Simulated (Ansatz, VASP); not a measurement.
# One calculation of Fe2O3, two programs

Contents of INCAR:

```
SYSTEM = Fe2O3
  PREC = Accurate
  ENCUT = 700
  EDIFF = 1E-6
  ISMEAR = 0
  SIGMA = 0.05
  LREAL = .FALSE.
  LASPH = .TRUE.
  NELM = 200
  ALGO = Normal
  ISIF = 2
  LWAVE = .FALSE.
  LCHARG = .FALSE.
  ISPIN = 2
  MAGMOM = 4.19 -4.19 4.19 -4.19 0 0 0 0 0 0
  LORBIT = 11
  LMAXMIX = 4
  LDAU = .TRUE.
  LDAUTYPE = 2
  LDAUL = 2 -1
  LDAUU = 4 0
  LDAUJ = 0 0
  LDAUPRINT = 1
  GGA = PE
  NBANDS = 65
  GGA_COMPAT = .FALSE.
```

Contents of KPOINTS:

```
regular mesh
0
G
  4 4 4
  0 0 0
```

The input POSCAR:

```
Fe2O3
1.0
    2.5523318714      1.4735894930      4.6469226429
   -2.5523318714      1.4735894930      4.6469226429
    0.0000000000     -2.9471789860      4.6469226429
Fe O
4 6
Direct
    0.3553202307      0.3553202307      0.3553202307
    0.1446797690      0.1446797690      0.1446797690
    0.6446797693      0.6446797693      0.6446797693
    0.8553202310      0.8553202310      0.8553202310
    0.5557112281      0.9442887719      0.2500000005
    0.2500000005      0.5557112281      0.9442887719
    0.9442887719      0.2500000005      0.5557112281
    0.4442887719      0.0557112281      0.7499999995
    0.7499999995      0.4442887719      0.0557112281
    0.0557112281      0.7499999995      0.4442887719
```

Input for Ansatz:

```yaml
crystal:
  lattice:
    - [2.5523318714, 1.473589493, 4.6469226429]
    - [-2.5523318714, 1.473589493, 4.6469226429]
    - [0.0, -2.947178986, 4.6469226429]
  atoms:
    - { symbol: Fe, position: [0.3553202307, 0.3553202307, 0.3553202307], spin: 4.19 }
    - { symbol: Fe, position: [0.144679769, 0.144679769, 0.144679769], spin: -4.19 }
    - { symbol: Fe, position: [0.6446797693, 0.6446797693, 0.6446797693], spin: 4.19 }
    - { symbol: Fe, position: [0.855320231, 0.855320231, 0.855320231], spin: -4.19 }
    - { symbol: O, position: [0.5557112281, 0.9442887719, 0.2500000005] }
    - { symbol: O, position: [0.2500000005, 0.5557112281, 0.9442887719] }
    - { symbol: O, position: [0.9442887719, 0.2500000005, 0.5557112281] }
    - { symbol: O, position: [0.4442887719, 0.0557112281, 0.7499999995] }
    - { symbol: O, position: [0.7499999995, 0.4442887719, 0.0557112281] }
    - { symbol: O, position: [0.0557112281, 0.7499999995, 0.4442887719] }
basis:
  ecutwfc: 420
  ecutrho_ratio: 4
kpoints:
  mp_grid: { grid: [4, 4, 4] }
  band_path:
    path:
      - [[0.0, 0.0, 0.0], [0.5, 0.5, 0.5], [0.76629381, 0.23370619, 0.5]]
      - [[0.5, -0.23370619, 0.23370619], [0.5, 0.0, 0.0], [0.0, 0.0, 0.0], [0.36685309, -0.36685309, 0.0]]
      - [[0.63314691, 0.0, 0.36685309], [0.5, 0.0, 0.5], [0.0, 0.0, 0.0]]
    npoints: 10
hamiltonian:
  xc: pbe
  hubbard: { sites: [{ species: Fe, l: d, u_eff: 4.0 }] }
scf:
  occupations: { method: gaussian, width: 0.05 }
  lower_state_search: "off"
  n_extra_bands: 42
output:
  forces: true
  stress: true
  eigenvalues: true
  populations: true
  hubbard: { sites: [{ species: Fe, l: d }] }
  dos: { projected: true, de: 0.02, nscf_kmesh: { grid: [6, 6, 6] } }
  bader: false
magnetization:
  spin_polarized: true
checkpoint:
  read: start.run
  write: ck
  compress: false
  write_wavefunctions: false
  write_every: 100000
```

Alike in both runs: task single point; functional PBE; k mesh 4 × 4 × 4; occupations gaussian, width 0.05 eV; collinear spin; Hubbard terms Fe d U = 4.0 eV.

```csv
,VASP,Ansatz
version,VASP 6.6.1,Ansatz 0.2.0
potentials or method,"VASP PAW PBE potentials, release 64 (Fe_sv, O), cutoff 700 eV","scalar-relativistic, plane waves, PAW"
valence electrons in the cell,100,100
```

VASP gave:

| Property | Result |
| --- | --- |
| gap on the k mesh at the Fermi level (eV) | 2.16 |
| least direct gap on the mesh (eV) | 2.19 |
| pressure (GPa) | -2.2 |
| traceless stress, the component that is largest in VASP (GPa) | 0.26 |
| rms of the force components (eV/Å) | 0.022 |
| net moment per atom (μB) | 0.00 |
| size of the moment on the site where the two differ most (μB) | 4.04 |

Problem. Which values does Ansatz return?

Solution. gap on the k mesh at the Fermi level (eV): 2.11; least direct gap on the mesh (eV): 2.17; pressure (GPa): 0.0; traceless stress, the component that is largest in VASP (GPa): 0.04; rms of the force components (eV/Å): 0.004; net moment per atom (μB): 0.00; size of the moment on the site where the two differ most (μB): 3.81.

Site moments also hang on the region over which each program counts them. The programs project onto different local orbitals, so the same U acts differently, and such runs can settle in different states. Atom by atom the forces differ by 0.023 eV/Å (rms over components). Ansatz's warnings: stability check not made.
